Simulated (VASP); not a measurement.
Write the native input for VASP 6.6.1 that does the following.

```
Task                   : single point
Functional             : PBE
Potentials or basis    : VASP PAW PBE potentials, release 64 (C, N)
Cutoff                 : 520 eV
k mesh                 : 6 × 6 × 4
Occupations            : gaussian, width 0.1 eV
Spin                   : no spin polarisation
Dipole correction      : no
Further INCAR settings : ALGO = Normal; EDIFF = 1e-06; NBANDS = 27
```

The structure of C3N lies in POSCAR:

```
C3N
1.0
    4.4699171801      0.0000000025      0.0000000000
   -2.2349585922      3.8710618295      0.0000000000
    0.0000000000      0.0000000000      5.5125481427
C N
6 2
Direct
    0.7723291392      0.0000000000      0.7500000000
    0.7723291392      0.7723291392      0.2500000000
    0.2276708608      0.0000000000      0.2500000000
    0.2276708608      0.2276708608      0.7500000000
    0.0000000000      0.7723291392      0.7500000000
    0.0000000000      0.2276708608      0.2500000000
    0.0000000000      0.0000000000      0.5000000000
    0.0000000000      0.0000000000      0.0000000000
```

These files were run (other wordings do the same):

INCAR

```
SYSTEM = C3N
ALGO = Normal
EDIFF = 1E-6
ENCUT = 520
GGA = PE
ISIF = 2
ISMEAR = 0
LASPH = .TRUE.
LCHARG = .FALSE.
LREAL = .FALSE.
LWAVE = .FALSE.
NBANDS = 27
NELM = 80
PREC = Accurate
SIGMA = 0.1
```

KPOINTS

```
k-points
0
G
  6 6 4
  0 0 0
```

Potentials or basis: VASP PAW PBE potentials, release 64 (C, N).

Run with:

```sh
$ cat potpaw_PBE.64/C/POTCAR potpaw_PBE.64/N/POTCAR > POTCAR
$ mpirun -np 1 vasp_std > vasp.out
```

It gave:

```
Pressure               : 0.2 GPa
Largest force          : 0.048 eV/Å
Band gap on the k mesh : zero (band 17 reaches 1.05 eV, above the bottom of band 18 at 0.06 eV)
```

Wall time 92 s on 1 thread of AMD EPYC 7R43 64-Core Processor (Zen 3), with other jobs on the host, peak memory 0.18 GiB.
